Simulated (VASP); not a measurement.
# NaPt (P-6m2) in VASP: notebook

Runs on NaPt. Level: LDA. Tasks: single point.

Everything below comes from runs of VASP 6.6.1. Logs are shortened: lines on timing, memory, paths and dates and some standing lists are left out, and cuts for length are marked.

## 1. The cell of the first run

Symmetry: P-6m2, No. 187, hexagonal system. Conventional cell: a = 2.756 Å, b = 2.756 Å, c = 4.804 Å, α = 90.00°, β = 90.00°, γ = 120.00°. Within 3.6 Å of Na (site symmetry -6m2) lie 6 Na at 2.76 Å and 6 Pt at 2.88 Å. Within 3.6 Å of Pt (site symmetry -6m2) lie 6 Pt at 2.76 Å and 6 Na at 2.88 Å.

## 2. Single point, LDA

Input file INCAR:

```
SYSTEM = NaPt
PREC = Accurate
ENCUT = 520
EDIFF = 1E-6
ISMEAR = 0
SIGMA = 0.15
LREAL = .False.
LASPH = .True.
NELM = 80
ALGO = Fast
ISIF = 2
LWAVE = .False.
LCHARG = .False.
GGA = CA
NBANDS = 16
```

Input file KPOINTS:

```
regular mesh
0
Gamma
  21 21 10
  0 0 0
```

Input file POSCAR:

```
NaPt
1.0
    2.7561515952      0.0000000000      0.0000000000
   -1.3780757976      2.3868972981      0.0000000000
    0.0000000000      0.0000000000      4.8039247014
Na Pt
1 1
Direct
    0.6666666667      0.3333333333      0.5000000000
    0.3333333333      0.6666666667      0.0000000000
```

Potentials or basis: VASP PAW LDA potentials, release 64 (Na_pv, Pt).

Run with:

```sh
$ cat potpaw_LDA.64/Na_pv/POTCAR potpaw_LDA.64/Pt/POTCAR > POTCAR
$ mpirun -np 1 vasp_std > vasp.out
```

OUTCAR:

```text
SYSTEM = NaPt
   PREC = Accurate
   ENCUT = 520
   EDIFF = 1E-6
   ISMEAR = 0
   LREAL = .False.
   LASPH = .True.
   NELM = 80
   ISIF = 2
   GGA = CA

 ion  position               nearest neighbor table
   1  0.667  0.333  0.500-   2 2.88   2 2.88   2 2.88   2 2.88   2 2.88   2 2.88
   2  0.333  0.667  0.000-   1 2.88   1 2.88   1 2.88   1 2.88   1 2.88   1 2.88

  LATTYP: Found a hexagonal cell.
 ALAT       =     2.7561515952
 C/A-ratio  =     1.7429827553

  Lattice vectors:

 A1 = (   2.7561515952,   0.0000000000,   0.0000000000)
 A2 = (  -1.3780757976,   2.3868972981,   0.0000000000)
 A3 = (   0.0000000000,   0.0000000000,   4.8039247014)

Analysis of symmetry for initial positions (statically):
=====================================================================
 Subroutine PRICEL returns:
 Original cell was already a primitive cell.

 Routine SETGRP: Setting up the symmetry group for a
 hexagonal supercell.

 Subroutine GETGRP returns: Found 12 space group operations
 (whereof 12 operations were pure point group operations)
 out of a pool of 24 trial point group operations.

The static configuration has the point symmetry D_3h.

Analysis of symmetry for dynamics (positions and initial velocities):
=====================================================================
 Subroutine PRICEL returns:
 Original cell was already a primitive cell.

 Routine SETGRP: Setting up the symmetry group for a
 hexagonal supercell.

 Subroutine GETGRP returns: Found 12 space group operations
 (whereof 12 operations were pure point group operations)
 out of a pool of 24 trial point group operations.

The dynamic configuration has the point symmetry D_3h.

 Subroutine INISYM returns: Found 12 space group operations
 (whereof 12 operations are pure point group operations),
 and found     1 'primitive' translations

----------------------------------------------------------------------------------------

                                     Primitive cell

  volume of cell :      31.6033

  direct lattice vectors                    reciprocal lattice vectors
     2.756151595  0.000000000  0.000000000     0.362824745  0.209476964  0.000000000
    -1.378075798  2.386897298  0.000000000     0.000000000  0.418953929  0.000000000
     0.000000000  0.000000000  4.803924701     0.000000000  0.000000000  0.208163130

  length of vectors
     2.756151595  2.756151595  4.803924701     0.418953929  0.418953929  0.208163130

  position of ions in fractional coordinates (direct lattice)
     0.666666667  0.333333333  0.500000000
     0.333333333  0.666666667  0.000000000

  ion indices of the primitive-cell ions
   primitive index   ion index
                 1           1
                 2           2

----------------------------------------------------------------------------------------

 KPOINTS: regular mesh

Automatic generation of k-mesh.
 Grid dimensions read from file:
 generate k-points for:   21   21   10

 Generating k-lattice:

  Cartesian coordinates                     Fractional coordinates (reciprocal lattice)
     0.017277369  0.009975094  0.000000000     0.047619048 -0.000000000  0.000000000
     0.000000000  0.019950187  0.000000000     0.000000000  0.047619048  0.000000000
     0.000000000  0.000000000  0.020816313     0.000000000  0.000000000  0.100000000

  Length of vectors
     0.019950187  0.019950187  0.020816313

  Shift w.r.t. Gamma in fractional coordinates (k-lattice)
     0.000000000  0.000000000  0.000000000

 Subroutine IBZKPT returns following result:
 ===========================================

 Found    288 irreducible k-points:

 Following reciprocal coordinates:
            Coordinates               Weight
  0.000000  0.000000  0.000000      1.000000
  0.047619  0.000000  0.000000      6.000000
  0.095238 -0.000000  0.000000      6.000000
  0.142857 -0.000000  0.000000      6.000000
  0.190476 -0.000000  0.000000      6.000000
  0.238095 -0.000000  0.000000      6.000000
[... 16 lines left out ...]
  0.142857  0.095238  0.000000     12.000000
  0.190476  0.095238  0.000000     12.000000
 [... further k-points ...]
   k-points           NKPTS =    288   k-points in BZ     NKDIM =    288   number of bands    NBANDS=     16
   number of dos      NEDOS =    301   number of ions     NIONS =      2
   total plane-waves  NPLWV =  14400
   dimension x,y,z NGX =    20 NGY =   20 NGZ =   36
   dimension x,y,z NGXF=    40 NGYF=   40 NGZF=   72
   ions per type =               1   1
   NGX,Y,Z   is equivalent  to a cutoff of  12.06, 12.06, 12.46 a.u.
   NGXF,Y,Z  is equivalent  to a cutoff of  24.13, 24.13, 24.92 a.u.
 SYSTEM =  NaPt
   PREC   = accura    normal or accurate (medium, high low for compatibility)
   ISTART =      0    job   : 0-new  1-cont  2-samecut
   ICHARG =      2    charge: 1-file 2-atom 10-const
   ISPIN  =      1    spin polarized calculation?
   LNONCOLLINEAR =      F non collinear calculations
   LSORBIT =      F    spin-orbit coupling
   LASPH  =      T    aspherical Exc in radial PAW
   ENCUT  =  520.0 eV  38.22 Ry    6.18 a.u.   5.12  5.12  8.93*2*pi/ulx,y,z
   NELM   =     80;   NELMIN=  2; NELMDL= -5     # of ELM steps
   EDIFF  = 0.1E-05   stopping-criterion for ELM
   LREAL  =      F    real-space projection
   EDIFFG = 0.1E-04   stopping-criterion for IOM
   NSW    =      0    number of steps for IOM
   IBRION =     -1    ionic relax: 0-MD 1-quasi-New 2-CG
   NFREE  =      0    steps in history (QN), initial steepest desc. (CG)
   ISIF   =      2    stress and relaxation
   ISYM   =      2    0-nonsym 1-usesym 2-fastsym
   POTIM  = 0.5000    time-step for ionic-motion
   TEBEG  =    0.0;   TEEND  =   0.0 temperature during run
   PSTRESS=    0.0 pullay stress
   NELECT =      17.0000    total number of electrons
   NUPDOWN=      -1.0000    fix difference up-down
   EMIN   =  10.00;   EMAX   =-10.00  energy-range for DOS
   EFERMI =   0.00;   METHOD = LEGACY
   ISMEAR =     0;   SIGMA  =   0.15  broadening in eV -4-tet -1-fermi 0-gaus
   EFERMI_NEDOS =   21; number of points for ismear=-14 and -15
   IALGO  =     68    algorithm
   IMIX   =      4    mixing-type and parameters
     AMIX     =   0.40;   BMIX     =  1.00
     AMIX_MAG =   1.60;   BMIX_MAG =  1.00
  volume/ion in A,a.u.               =      15.80       106.63
  Fermi-wavevector in a.u.,A,eV,Ry     =   1.331415  2.516010 24.118586  1.772666
  Thomas-Fermi vector in A             =   2.460428
   LORBIT       =      0    0 simple, 1 ext, 2 COOP (PROOUT), +10 PAW based schemes
   GGA     = CA    functional components
   LHFCALC =     F    Hartree Fock is set to
   AEXX    =    0.0000 exact exchange contribution
   IVDW    =     0    specifies the selected vdW correction
   LEPSILON=     F    determine dielectric tensor
   LRPA    =     F    only Hartree local field effects (RPA)
 non-spin polarized calculation
 RMM-DIIS sequential band-by-band and
 Gauss-broadening in eV      SIGMA  =   0.15
  energy-cutoff  :      520.00
  volume of cell :       31.60
 maximum number of plane-waves:       866
   NGX = 11   NGY = 11   NGZ = 17

 number of electron      16.9999994 magnetization

 Free energy of the ion-electron system (eV)
  ---------------------------------------------------
  ext. energy  EPLUGINS =         0.00000000
  ---------------------------------------------------
  free energy    TOTEN  =        -9.32198788 eV

  energy without entropy =       -9.31121337  energy(sigma->0) =       -9.31660062

 E-fermi :   6.6483     XC(G=0): -11.5328

 val. band max:        6.6359587971   @ k =   0.4762   0.0476   0.3000
 cond. band min:       6.6492025440   @ k =   0.2857   0.0952   0.3000
 fundamental gap:      0.0132437469
 Fermi energy:         6.6483279806

 k-point     1 :       0.0000    0.0000    0.0000
  band No.  band energies     occupation
      1     -17.7289      2.00000
      2     -17.6497      2.00000
      3     -17.6497      2.00000
      4      -1.4326      2.00000
      5       1.9432      2.00000
      6       3.5535      2.00000
[... 8 lines left out ...]
     15      24.2021      0.00000
     16      26.3434      0.00000

 k-point     2 :       0.0476    0.0000    0.0000
  band No.  band energies     occupation
      1     -17.7270      2.00000
      2     -17.6606      2.00000
      3     -17.6519      2.00000
      4      -1.3450      2.00000
      5       1.9861      2.00000
      6       3.5061      2.00000
[... 8 lines left out ...]
     15      24.2574      0.00000
     16      26.8498      0.00000

 k-point     3 :       0.0952   -0.0000    0.0000
  band No.  band energies     occupation
      1     -17.7215      2.00000
      2     -17.6921      2.00000
      3     -17.6583      2.00000
      4      -1.0875      2.00000
      5       2.1101      2.00000
      6       3.3792      2.00000
[... 8 lines left out ...]
     15      24.3838      0.00000
     16      26.4242      0.00000

 k-point     4 :       0.1429   -0.0000    0.0000
  band No.  band energies     occupation
      1     -17.7411      2.00000
      2     -17.7129      2.00000
      3     -17.6684      2.00000
      4      -0.6787      2.00000
      5       2.2952      2.00000
      6       3.2225      2.00000
[... 8 lines left out ...]
     15      24.3186      0.00000
     16      25.5367      0.00000
[... 324 lines left out ...]
 k-point    22 :       0.0952    0.0952    0.0000
  band No.  band energies     occupation
      1     -17.7657      2.00000
      2     -17.7080      2.00000
      3     -17.6769      2.00000
      4      -0.4361      2.00000
      5       2.4158      2.00000
      6       3.0735      2.00000
[... 8 lines left out ...]
     15      24.4546      0.00000
     16      25.4078      0.00000

 k-point    23 :       0.1429    0.0952    0.0000
  band No.  band energies     occupation
      1     -17.8213      2.00000
      2     -17.6976      2.00000
      3     -17.6923      2.00000
      4       0.0843      2.00000
      5       2.6225      2.00000
      6       2.9206      2.00000
[... 8 lines left out ...]
     15      24.8779      0.00000
     16      25.1941      0.00000

 k-point    24 :       0.1905    0.0952    0.0000
  band No.  band energies     occupation
      1     -17.8829      2.00000
      2     -17.7098      2.00000
      3     -17.6857      2.00000
      4       0.6479      2.00000
      5       2.6332      2.00000
      6       3.0921      2.00000
[... 8 lines left out ...]
     15      24.1938      0.00000
     16      24.7542      0.00000

 [... further k-points ...]

------------------------ aborting loop because EDIFF is reached ----------------------------------------

  FORCE on cell =-STRESS in cart. coord.  units (eV):
  Direction    XX          YY          ZZ          XY          YZ          ZX
  --------------------------------------------------------------------------------------
  -------------------------------------------------------------------------------------
  Total        0.1510577      0.1510577      0.0333162     -0.0000000      0.0000000      0.0000000
  in kB        7.6580888      7.6580888      1.6890128     -0.0000000      0.0000000      0.0000000
  external PRESSURE =       5.6683968 kB  Pullay stress =       0.0000000 kB

 VOLUME and BASIS-vectors are now :
 -----------------------------------------------------------------------------
  energy-cutoff  :      520.00
  volume of cell :       31.60
      direct lattice vectors                 reciprocal lattice vectors
     2.756151595  0.000000000  0.000000000     0.362824745  0.209476964  0.000000000
    -1.378075798  2.386897298  0.000000000     0.000000000  0.418953929  0.000000000
     0.000000000  0.000000000  4.803924701     0.000000000  0.000000000  0.208163130

 POSITION                                       TOTAL-FORCE (eV/Angst)
 -----------------------------------------------------------------------------------
      1.37808      0.79563      2.40196         0.000000      0.000000      0.000000
     -0.00000      1.59126      0.00000        -0.000000     -0.000000      0.000000
 -----------------------------------------------------------------------------------
    total drift:                                0.000000     -0.000000      0.000000

  FREE ENERGIE OF THE ION-ELECTRON SYSTEM (eV)
  ---------------------------------------------------
  free  energy   TOTEN  =        -9.3219878782 eV

  energy  without entropy=       -9.3112133702  energy(sigma->0) =       -9.31660062
```

It took 70 s on 1 thread of Intel Xeon Platinum 8375C at 2.90GHz (Ice Lake), shared host; peak memory 0.24 GiB.

Results:

* Free energy: -9.3220 eV
* Pressure: 0.6 GPa
* Band gap on the k mesh: zero (an odd number of electrons rules out a gap without spin polarisation)

Caveat: spin-orbit coupling is left out, which moves the levels of the heavy elements.

## 3. Single point, LDA

Input file INCAR:

```
SYSTEM = NaPt
PREC = Accurate
ENCUT = 520
EDIFF = 1E-6
ISMEAR = 0
SIGMA = 0.15
LREAL = .FALSE.
LASPH = .TRUE.
NELM = 100
ALGO = Normal
ISIF = 2
LWAVE = .FALSE.
LCHARG = .FALSE.
NBANDS = 16
```

Input file KPOINTS:

```
Automatic mesh
0
G
  18 18 10
  0 0 0
```

POSCAR is that of step 2.

Potentials or basis: VASP PAW LDA potentials, release 64 (Na_pv, Pt).

Run with:

```sh
$ cat potpaw_LDA.64/Na_pv/POTCAR potpaw_LDA.64/Pt/POTCAR > POTCAR
$ mpirun -np 1 vasp_std > vasp.out
```

OUTCAR:

```text
SYSTEM = NaPt
   PREC = Accurate
   ENCUT = 520
   EDIFF = 1E-6
   ISMEAR = 0
   LREAL = .FALSE.
   LASPH = .TRUE.
   NELM = 100
   ISIF = 2

 ion  position               nearest neighbor table
   1  0.667  0.333  0.500-   2 2.88   2 2.88   2 2.88   2 2.88   2 2.88   2 2.88
   2  0.333  0.667  0.000-   1 2.88   1 2.88   1 2.88   1 2.88   1 2.88   1 2.88

  LATTYP: Found a hexagonal cell.
 ALAT       =     2.7561515952
 C/A-ratio  =     1.7429827553

  Lattice vectors:

 A1 = (   2.7561515952,   0.0000000000,   0.0000000000)
 A2 = (  -1.3780757976,   2.3868972981,   0.0000000000)
 A3 = (   0.0000000000,   0.0000000000,   4.8039247014)

Analysis of symmetry for initial positions (statically):
=====================================================================
 Subroutine PRICEL returns:
 Original cell was already a primitive cell.

 Routine SETGRP: Setting up the symmetry group for a
 hexagonal supercell.

 Subroutine GETGRP returns: Found 12 space group operations
 (whereof 12 operations were pure point group operations)
 out of a pool of 24 trial point group operations.

The static configuration has the point symmetry D_3h.

Analysis of symmetry for dynamics (positions and initial velocities):
=====================================================================
 Subroutine PRICEL returns:
 Original cell was already a primitive cell.

 Routine SETGRP: Setting up the symmetry group for a
 hexagonal supercell.

 Subroutine GETGRP returns: Found 12 space group operations
 (whereof 12 operations were pure point group operations)
 out of a pool of 24 trial point group operations.

The dynamic configuration has the point symmetry D_3h.

 Subroutine INISYM returns: Found 12 space group operations
 (whereof 12 operations are pure point group operations),
 and found     1 'primitive' translations

----------------------------------------------------------------------------------------

                                     Primitive cell

  volume of cell :      31.6033
[... 109 lines left out ...]
     AMIX_MAG =   1.60;   BMIX_MAG =  1.00
  volume/ion in A,a.u.               =      15.80       106.63
  Fermi-wavevector in a.u.,A,eV,Ry     =   1.331415  2.516010 24.118586  1.772666
  Thomas-Fermi vector in A             =   2.460428
   LORBIT       =      0    0 simple, 1 ext, 2 COOP (PROOUT), +10 PAW based schemes
   GGA     = CA    functional components
   LHFCALC =     F    Hartree Fock is set to
   AEXX    =    0.0000 exact exchange contribution
   IVDW    =     0    specifies the selected vdW correction
   LEPSILON=     F    determine dielectric tensor
   LRPA    =     F    only Hartree local field effects (RPA)
 non-spin polarized calculation
 Gauss-broadening in eV      SIGMA  =   0.15
  energy-cutoff  :      520.00
  volume of cell :       31.60
 maximum number of plane-waves:       866
   NGX = 11   NGY = 11   NGZ = 17

 number of electron      16.9999994 magnetization

 Free energy of the ion-electron system (eV)
  ---------------------------------------------------
  ext. energy  EPLUGINS =         0.00000000
  ---------------------------------------------------
  free energy    TOTEN  =        -9.32182352 eV

  energy without entropy =       -9.31166218  energy(sigma->0) =       -9.31674285

 E-fermi :   6.6830     XC(G=0): -11.5332

 val. band max:        6.6591784158   @ k =   0.3333   0.0556   0.3000
 cond. band min:       6.6863683348   @ k =   0.3333   0.0556   0.4000
 fundamental gap:      0.0271899190
 Fermi energy:         6.6830225690

 k-point     1 :       0.0000    0.0000    0.0000
  band No.  band energies     occupation
      1     -17.7205      2.00000
      2     -17.6402      2.00000
      3     -17.6402      2.00000
      4      -1.4395      2.00000
      5       1.9423      2.00000
      6       3.5429      2.00000
[... 433 lines left out ...]
      3     -17.6352      2.00000
      4       1.1368      2.00000
      5       2.4994      2.00000
      6       3.9370      2.00000
[... 8 lines left out ...]
     15      19.0120      0.00000
     16      22.6548      0.00000

 [... further k-points ...]

------------------------ aborting loop because EDIFF is reached ----------------------------------------

  FORCE on cell =-STRESS in cart. coord.  units (eV):
  Direction    XX          YY          ZZ          XY          YZ          ZX
  --------------------------------------------------------------------------------------
  -------------------------------------------------------------------------------------
  Total        0.1022391      0.1022391      0.0322176      0.0000000     -0.0000000      0.0000000
  in kB        5.1831608      5.1831608      1.6333200      0.0000000     -0.0000000      0.0000000
  external PRESSURE =       3.9998805 kB  Pullay stress =       0.0000000 kB

 VOLUME and BASIS-vectors are now :
 -----------------------------------------------------------------------------
  energy-cutoff  :      520.00
  volume of cell :       31.60
      direct lattice vectors                 reciprocal lattice vectors
     2.756151595  0.000000000  0.000000000     0.362824745  0.209476964  0.000000000
    -1.378075798  2.386897298  0.000000000     0.000000000  0.418953929  0.000000000
     0.000000000  0.000000000  4.803924701     0.000000000  0.000000000  0.208163130

 POSITION                                       TOTAL-FORCE (eV/Angst)
 -----------------------------------------------------------------------------------
      1.37808      0.79563      2.40196         0.000000      0.000000      0.000000
     -0.00000      1.59126      0.00000         0.000000      0.000000      0.000000
 -----------------------------------------------------------------------------------
    total drift:                                0.000000     -0.000000      0.000000

  FREE ENERGIE OF THE ION-ELECTRON SYSTEM (eV)
  ---------------------------------------------------
  free  energy   TOTEN  =        -9.3218235210 eV

  energy  without entropy=       -9.3116621827  energy(sigma->0) =       -9.31674285
```

stdout:

```text
POSCAR found type information on POSCAR NaPt
 POSCAR found :  2 types and       2 ions
 scaLAPACK will be used
 LDA part: xc-table for (Slater(with rela. corr.)+CA(PZ))
 , standard interpolation
 POSCAR, INCAR and KPOINTS ok, starting setup
 FFT: planning ... GRIDC
 FFT: planning ... GRID_SOFT
 FFT: planning ... GRID
 WAVECAR not read
 entering main loop
```

Wall time 46 s (1 thread of Intel Xeon Platinum 8375C at 2.90GHz (Ice Lake), shared host); peak memory 0.21 GiB.

Results:

| Item | Value |
| --- | --- |
| Free energy | -9.3218 eV |
| Pressure | 0.4 GPa |
| Band gap on the k mesh | zero (an odd number of electrons rules out a gap without spin polarisation) |

Caveat: spin-orbit coupling is left out, which moves the levels of the heavy elements.
